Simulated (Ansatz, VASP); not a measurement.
## One calculation of WSe2, two programs

File INCAR:

```
ALGO = Normal
DIPOL = 0.5 0.5 0.500
EDIFF = 1E-7
ENCUT = 520
GGA = PE
IDIPOL = 3
ISIF = 2
ISMEAR = 0
IVDW = 12
LASPH = T
LCHARG = F
LDIPOL = T
LREAL = F
LWAVE = F
NBANDS = 20
NELM = 60
PREC = Accurate
SIGMA = 0.02
```

KPOINTS

```
k-points
0
Gamma
  9 9 1
```

The input POSCAR:

```
WSe2
1.0
    3.2850000000      0.0000000000      0.0000000000
   -1.6425000000      2.8448934514      0.0000000000
    0.0000000000      0.0000000000     32.7373831004
Se W
2 1
Direct
    0.3333333333      0.6666666667      0.4503167374
    0.3333333333      0.6666666667      0.5496832626
    0.6666666667      0.3333333333      0.5000000000
```

Input for Ansatz:

```yaml
crystal:
  lattice:
    - [3.285, 0.0, 0.0]
    - [-1.6425, 2.8448934514, 0.0]
    - [0.0, 0.0, 32.7373831004]
  atoms:
    - { symbol: Se, position: [0.3333333333, 0.6666666667, 0.4503167374] }
    - { symbol: W, position: [0.6666666667, 0.3333333333, 0.5] }
    - { symbol: Se, position: [0.3333333333, 0.6666666667, 0.5496832626] }
  periodic: [true, true, false]
basis:
  ecutwfc: 420
kpoints:
  mp_grid: { grid: [9, 9, 1] }
hamiltonian:
  xc: pbe
  pseudopotentials: { kind: paw, azcp: { folder: soft_1 } }
  dispersion: d3bj
scf:
  occupations: { method: gaussian, width: 0.02 }
output:
  forces: true
  stress: true
  eigenvalues: true
  write_density: true
  write_potential: true
  elf: true
  volumetric_format: npy
```

Alike in both runs: task single point; functional PBE; dispersion D3(BJ); k mesh 9 × 9 × 1; occupations gaussian, width 0.02 eV; no spin polarisation.

|  | VASP | Ansatz |
| --- | --- | --- |
| version | VASP 6.6.1 | Ansatz 0.2.0 |
| potentials or method | VASP PAW PBE potentials, release 64 (Se, W_sv), cutoff 520 eV | scalar-relativistic, plane waves, PAW |
| valence electrons in the cell | 26 | 46 |

VASP gave:

```
gap on the k mesh at the Fermi level (eV) : 1.54
least direct gap on the mesh (eV)         : 1.54
rms of the force components (eV/Å)        : 0.543
```

Q: What did Ansatz give for the same quantities?

A: gap on the k mesh at the Fermi level (eV): 1.55; least direct gap on the mesh (eV): 1.55; rms of the force components (eV/Å): 0.516.

VASP's potentials hold 26 valence electrons a cell and Ansatz's 46, so a difference there can come from the potentials and not from the codes.

Neither program's run includes spin-orbit coupling.
